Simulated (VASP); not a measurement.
Here is a VASP 6.6.1 calculation.

INCAR

```
SYSTEM = TiO2
PREC = Accurate ; ENCUT = 520
EDIFF = 1E-6 ; ISMEAR = 0
SIGMA = 0.02 ; LREAL = .False.
LASPH = .True. ; NELM = 100
ALGO = Normal ; ISIF = 2
LWAVE = .False. ; LCHARG = .False.
GGA = PE ; NBANDS = 33
```

The input KPOINTS:

```
Automatic mesh
0
Gamma
  6 6 10
  0.5 0.5 0.5
```

The input POSCAR:

```
TiO2
1.0
    4.6433174325      0.0000000000      0.0000000000
    0.0000000000      4.6433174325      0.0000000000
    0.0000000000      0.0000000000      2.9638683199
Ti O
2 4
Direct
    0.5000000000      0.5000000000      0.0000000000
    0.0000000000      0.0000000000      0.5000000000
    0.6948714799      0.6948714799      0.5000000000
    0.8051285201      0.1948714799      0.0000000000
    0.1948714799      0.8051285201      0.0000000000
    0.3051285201      0.3051285201      0.5000000000
```

Potentials or basis: VASP PAW PBE potentials, release 64 (Ti_sv, O).

The run is started by

```console
$ cat potpaw_PBE.64/Ti_sv/POTCAR potpaw_PBE.64/O/POTCAR > POTCAR
$ mpirun -np 1 vasp_std > vasp.out
```

Predict the pressure.

0.7 GPa.

What does it give for the band gap on the k mesh?

1.98 eV (least direct gap 2.00 eV).

Predict the largest force.

0.029 eV/Å.

Forces in eV/Å, atoms in the order of the input:
```
Ti   0.000  0.000  0.000
Ti   0.000  0.000  0.000
O    0.020  0.020  0.000
O   -0.020  0.020  0.000
O    0.020 -0.020  0.000
O   -0.020 -0.020  0.000
```

Caveat: a shifted mesh leaves out Γ, where band edges can lie. A k mesh can miss the band edges.
